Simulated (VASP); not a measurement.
Set up this calculation in VASP 6.6.1, as the native input.

```
Task                   : single point
Functional             : PBE
Potentials or basis    : VASP PAW PBE potentials, release 64 (Zr_sv, F)
Cutoff                 : 520 eV
k mesh                 : 6 × 6 × 4
Occupations            : gaussian, width 0.1 eV
Spin                   : no spin polarisation
Dipole correction      : no
Further INCAR settings : ALGO = Normal; EDIFF = 1e-07; NBANDS = 27
```

The structure of ZrF lies in POSCAR:

```
ZrF
1.0
    2.5697506922     -1.8778377606      0.0000000000
    2.5697506922      1.8778377606      0.0000000000
   -0.9327519614      0.0000000000      5.5500843067
Zr F
2 2
Direct
    0.0000000000      0.5000000000      0.0000000000
    0.5000000000      0.0000000000      0.5000000000
    0.5816000000      0.4184000000      0.2500000000
    0.4184000000      0.5816000000      0.7500000000
```

The input as run:

INCAR

```
  PREC = Accurate
  ENCUT = 520
  EDIFF = 1E-7
  ISMEAR = 0
  SIGMA = 0.1
  LREAL = False
  LASPH = True
  NELM = 60
  ALGO = Normal
  ISIF = 2
  LWAVE = False
  LCHARG = True
  GGA = PE
  LELF = True
  LVHAR = True
  NBANDS = 27
```

KPOINTS

```
Automatic mesh
0
Gamma
  6 6 4
```

Potentials or basis: VASP PAW PBE potentials, release 64 (Zr_sv, F).

The run is started by

```console
$ cat potpaw_PBE.64/Zr_sv/POTCAR potpaw_PBE.64/F/POTCAR > POTCAR
$ mpirun -np 1 vasp_std > vasp.out
```

It gave:

```json
{
 "Pressure": "27.4 GPa",
 "Largest force": "0.131 eV/Å",
 "Band gap on the k mesh": "zero (band 19 reaches 11.68 eV, above the bottom of band 20 at 10.20 eV)"
}
```

Run time: 55 s on 1 thread of Intel(R) Xeon(R) Platinum 8259CL CPU @ 2.50GHz (Skylake/Cascade Lake), with other jobs on the host, peak memory 0.19 GiB.
